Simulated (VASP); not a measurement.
# HfPt2 (P6/mmm) in VASP: a series of runs, part 2 of 3

VASP 6.6.1. Earlier steps stand in the parts before.

## (4) Relaxation of cell and atoms, PBE

Input file INCAR:

```
SYSTEM = HfPt2
ALGO     = Normal         ! electronic algorithm
EDIFF    = 1E-6           ! SCF threshold, eV
EDIFFG   = -0.04          ! ionic threshold
ENCUT    = 600            ! plane-wave cutoff, eV
GGA      = PE             ! functional
IBRION   = 2              ! ionic algorithm
ISIF     = 3              ! what is computed and relaxed
ISMEAR   = 0              ! smearing method
LASPH    = .TRUE.         ! aspherical terms in the spheres
LCHARG   = .FALSE.        ! write CHGCAR
LREAL    = .FALSE.        ! projectors in reciprocal space
LWAVE    = .FALSE.        ! write WAVECAR
NELM     = 100            ! most SCF steps
NSW      = 90             ! ionic steps
PREC     = Accurate       ! precision mode
SIGMA    = 0.1            ! smearing width, eV
```

Input file KPOINTS:

```
k-points
0
G
  6 6 6
  0 0 0
```

Input file POSCAR:

```
HfPt2
1.0
    4.5111046770      0.0000000000      0.0000000000
   -2.2555523385      3.9067312495      0.0000000000
    0.0000000000      0.0000000000      2.8676666153
Hf Pt
1 2
Direct
    0.0000000000      0.0000000000      0.0000000000
    0.3333333333      0.6666666667      0.5000000000
    0.6666666667      0.3333333333      0.5000000000
```

Potentials or basis: VASP PAW PBE potentials, release 64 (Hf_pv, Pt).

On the command line:

```bash
> cat potpaw_PBE.64/Hf_pv/POTCAR potpaw_PBE.64/Pt/POTCAR > POTCAR
> mpirun -np 1 vasp_std > vasp.out
```

OUTCAR:

```text
SYSTEM = HfPt2
   EDIFF = 1E-6
   EDIFFG = -0.04
   ENCUT = 600
   GGA = PE
   IBRION = 2
   ISIF = 3
   ISMEAR = 0
   LASPH = .TRUE.
   LREAL = .FALSE.
   NELM = 100
   NSW = 90
   PREC = Accurate

 ion  position               nearest neighbor table
   1  0.000  0.000  0.000-   2 2.97   3 2.97   2 2.97   3 2.97   3 2.97   3 2.97   2 2.97   2 2.97
                             3 2.97   3 2.97   2 2.97   2 2.97
   2  0.333  0.667  0.500-   3 2.60   3 2.60   3 2.60   1 2.97   1 2.97   1 2.97   1 2.97   1 2.97
                             1 2.97
   3  0.667  0.333  0.500-   2 2.60   2 2.60   2 2.60   1 2.97   1 2.97   1 2.97   1 2.97   1 2.97
                             1 2.97

  LATTYP: Found a hexagonal cell.
 ALAT       =     4.5111046770
 C/A-ratio  =     0.6356905505

  Lattice vectors:

 A1 = (   4.5111046770,   0.0000000000,   0.0000000000)
 A2 = (  -2.2555523385,   3.9067312495,   0.0000000000)
 A3 = (   0.0000000000,   0.0000000000,   2.8676666153)

Analysis of symmetry for initial positions (statically):
=====================================================================
 Subroutine PRICEL returns:
 Original cell was already a primitive cell.

 Routine SETGRP: Setting up the symmetry group for a
 hexagonal supercell.

 Subroutine GETGRP returns: Found 24 space group operations
 (whereof 24 operations were pure point group operations)
 out of a pool of 24 trial point group operations.

The static configuration has the point symmetry D_6h.

Analysis of symmetry for dynamics (positions and initial velocities):
=====================================================================
 Subroutine PRICEL returns:
 Original cell was already a primitive cell.

 Routine SETGRP: Setting up the symmetry group for a
 hexagonal supercell.

 Subroutine GETGRP returns: Found 24 space group operations
 (whereof 24 operations were pure point group operations)
 out of a pool of 24 trial point group operations.

The dynamic configuration has the point symmetry D_6h.

 Subroutine INISYM returns: Found 24 space group operations
 (whereof 24 operations are pure point group operations),
 and found     1 'primitive' translations

----------------------------------------------------------------------------------------

                                     Primitive cell

  volume of cell :      50.5388

  direct lattice vectors                    reciprocal lattice vectors
     4.511104677  0.000000000  0.000000000     0.221675193  0.127984232  0.000000000
    -2.255552338  3.906731249  0.000000000     0.000000000  0.255968465  0.000000000
     0.000000000  0.000000000  2.867666615     0.000000000  0.000000000  0.348715571

  length of vectors
     4.511104677  4.511104677  2.867666615     0.255968465  0.255968465  0.348715571

  position of ions in fractional coordinates (direct lattice)
     0.000000000  0.000000000  0.000000000
     0.333333333  0.666666667  0.500000000
     0.666666667  0.333333333  0.500000000

  ion indices of the primitive-cell ions
   primitive index   ion index
                 1           1
[... 27 lines left out ...]
 Found     28 irreducible k-points:

 Following reciprocal coordinates:
            Coordinates               Weight
  0.000000  0.000000  0.000000      1.000000
  0.166667  0.000000  0.000000      6.000000
  0.333333 -0.000000  0.000000      6.000000
  0.500000 -0.000000  0.000000      3.000000
  0.166667  0.166667  0.000000      6.000000
  0.333333  0.166667  0.000000     12.000000
[... 16 lines left out ...]
  0.166667  0.000000  0.500000      6.000000
  0.333333 -0.000000  0.500000      6.000000
 [... further k-points ...]
   k-points           NKPTS =     28   k-points in BZ     NKDIM =     28   number of bands    NBANDS=     19
   number of dos      NEDOS =    301   number of ions     NIONS =      3
   total plane-waves  NPLWV =  31104
   dimension x,y,z NGX =    36 NGY =   36 NGZ =   24
   dimension x,y,z NGXF=    72 NGYF=   72 NGZF=   48
   ions per type =               1   2
   NGX,Y,Z   is equivalent  to a cutoff of  13.27, 13.27, 13.91 a.u.
   NGXF,Y,Z  is equivalent  to a cutoff of  26.53, 26.53, 27.83 a.u.
 SYSTEM =  HfPt2
   PREC   = accura    normal or accurate (medium, high low for compatibility)
   ISTART =      0    job   : 0-new  1-cont  2-samecut
   ICHARG =      2    charge: 1-file 2-atom 10-const
   ISPIN  =      1    spin polarized calculation?
   LNONCOLLINEAR =      F non collinear calculations
   LSORBIT =      F    spin-orbit coupling
   LASPH  =      T    aspherical Exc in radial PAW
   ENCUT  =  600.0 eV  44.10 Ry    6.64 a.u.   9.01  9.01  5.73*2*pi/ulx,y,z
   NELM   =    100;   NELMIN=  2; NELMDL= -5     # of ELM steps
   EDIFF  = 0.1E-05   stopping-criterion for ELM
   LREAL  =      F    real-space projection
   EDIFFG = -.4E-01   stopping-criterion for IOM
   NSW    =     90    number of steps for IOM
   IBRION =      2    ionic relax: 0-MD 1-quasi-New 2-CG
   NFREE  =      1    steps in history (QN), initial steepest desc. (CG)
   ISIF   =      3    stress and relaxation
   ISYM   =      2    0-nonsym 1-usesym 2-fastsym
   POTIM  = 0.5000    time-step for ionic-motion
   TEBEG  =    0.0;   TEEND  =   0.0 temperature during run
   PSTRESS=    0.0 pullay stress
   NELECT =      30.0000    total number of electrons
   NUPDOWN=      -1.0000    fix difference up-down
   EMIN   =  10.00;   EMAX   =-10.00  energy-range for DOS
   EFERMI =   0.00;   METHOD = LEGACY
   ISMEAR =     0;   SIGMA  =   0.10  broadening in eV -4-tet -1-fermi 0-gaus
   EFERMI_NEDOS =   21; number of points for ismear=-14 and -15
   IALGO  =     38    algorithm
   IMIX   =      4    mixing-type and parameters
     AMIX     =   0.40;   BMIX     =  1.00
     AMIX_MAG =   1.60;   BMIX_MAG =  1.00
  volume/ion in A,a.u.               =      16.85       113.68
  Fermi-wavevector in a.u.,A,eV,Ry     =   1.375858  2.599994 25.755620  1.892985
  Thomas-Fermi vector in A             =   2.501155
   LORBIT       =      0    0 simple, 1 ext, 2 COOP (PROOUT), +10 PAW based schemes
   GGA     = PE    functional components
   LHFCALC =     F    Hartree Fock is set to
   AEXX    =    0.0000 exact exchange contribution
   IVDW    =     0    specifies the selected vdW correction
   LEPSILON=     F    determine dielectric tensor
   LRPA    =     F    only Hartree local field effects (RPA)
 conjugate gradient relaxation of ions
 non-spin polarized calculation
 Gauss-broadening in eV      SIGMA  =   0.10
  energy-cutoff  :      600.00
  volume of cell :       50.54
 maximum number of plane-waves:      1709
 NGX is ok and might be reduce to    36
   NGX = 17   NGY = 17   NGZ = 11

--------------------------------------- Ionic step        1  -------------------------------------------

 number of electron      30.0000004 magnetization

 Free energy of the ion-electron system (eV)
  ---------------------------------------------------
  ext. energy  EPLUGINS =         0.00000000
  ---------------------------------------------------
  free energy    TOTEN  =       -24.40395489 eV

  energy without entropy =      -24.38844824  energy(sigma->0) =      -24.39620157

------------------------ aborting loop because EDIFF is reached ----------------------------------------

  FORCE on cell =-STRESS in cart. coord.  units (eV):
  Direction    XX          YY          ZZ          XY          YZ          ZX
  --------------------------------------------------------------------------------------
  -------------------------------------------------------------------------------------
  Total        3.5325395      3.5325395     -0.9010011      0.0000000      0.0000000      0.0000000
  in kB      111.9882620    111.9882620    -28.5634596      0.0000000      0.0000000      0.0000000
  external PRESSURE =      65.1376882 kB  Pullay stress =       0.0000000 kB
[... 172 lines left out ...]
--------------------------------------- Ionic step        6  -------------------------------------------

 number of electron      29.9999998 magnetization

 Free energy of the ion-electron system (eV)
  ---------------------------------------------------
  ext. energy  EPLUGINS =         0.00000000
  ---------------------------------------------------
  free energy    TOTEN  =       -24.48459593 eV

  energy without entropy =      -24.47710321  energy(sigma->0) =      -24.48084957

 E-fermi :   8.5912     XC(G=0): -12.6270

 val. band max:        8.4874878193   @ k =   0.3333   0.3333   0.5000
 cond. band min:       8.6402073073   @ k =   0.1667   0.1667   0.5000
 fundamental gap:      0.1527194880
 Fermi energy:         8.5912388149

 k-point     1 :       0.0000    0.0000    0.0000
  band No.  band energies     occupation
      1     -22.2964      2.00000
      2     -22.2964      2.00000
      3     -21.7361      2.00000
      4      -0.4613      2.00000
      5       3.0463      2.00000
      6       4.1990      2.00000
[... 505 lines left out ...]
      6       3.4011      2.00000
[... 11 lines left out ...]
     18      10.9129      0.00000
     19      12.5203      0.00000

 [... further k-points ...]
[... 5 lines left out ...]
  --------------------------------------------------------------------------------------
  -------------------------------------------------------------------------------------
  Total       -0.0730196     -0.0730196     -0.0092013      0.0000000      0.0000000      0.0000000
  in kB       -2.2593770     -2.2593770     -0.2847079      0.0000000      0.0000000      0.0000000
  external PRESSURE =      -1.6011540 kB  Pullay stress =       0.0000000 kB
[... 18 lines left out ...]
  FREE ENERGIE OF THE ION-ELECTRON SYSTEM (eV)
  ---------------------------------------------------
  free  energy   TOTEN  =       -24.4845959309 eV

  energy  without entropy=      -24.4771032141  energy(sigma->0) =      -24.48084957

 reached required accuracy - stopping structural energy minimisation
```

Run time: 98 s. Hardware: 1 thread of Intel Xeon Platinum 8488C (Sapphire Rapids), shared host; peak memory 0.21 GiB.

Results:

```
Free energy                           : -24.4846 eV
Relaxed volume                        : 17.26 Å³/atom
Relaxed cell                          : a = 4.606 Å, b = 4.606 Å, c = 2.818 Å, α = 90.00°, β = 90.00°, γ = 120.00°
Space group after relaxing (to 0.1 Å) : P6/mmm (No. 191)
Energy gained by relaxing             : 26.9 meV/atom
Ionic steps                           : 6
Pressure after relaxing               : -0.2 GPa
Band gap on the k mesh                : zero (bands 15 and 16 overlap by 3.17 eV)
```

Stress tensor (GPa, compression positive):
```
-0.23  0.00  0.00
 0.00 -0.23  0.00
 0.00  0.00 -0.03
```

The path:
```tsv
step	energy change (eV)	largest force (eV/Å)	pressure (GPa)	volume (Å³)
1	0.0000	0.0000	6.51	50.54
2	0.1311	0.0000	-12.66	55.63
3	-0.0715	0.0000	-2.11	52.37
4	-0.0716	0.0000	-1.89	52.32
5	-0.0748	0.0000	1.30	51.36
6	-0.0806	0.0000	-0.16	51.78
```

Final structure:
```
CELL_PARAMETERS angstrom
4.60613 0.00000 0.00000
-2.30306 3.98902 0.00000
0.00000 0.00000 2.81812
ATOMIC_POSITIONS crystal
Hf 0.00000 0.00000 0.00000
Pt 0.33333 0.66667 0.50000
Pt 0.66667 0.33333 0.50000
```

Caveat: the k points lie up to 0.37 Å⁻¹ apart in the final cell, too coarse for converged energies and pressures of a metal; spin-orbit coupling is left out, which moves the levels of the heavy elements.

[end of part 2 of 3]
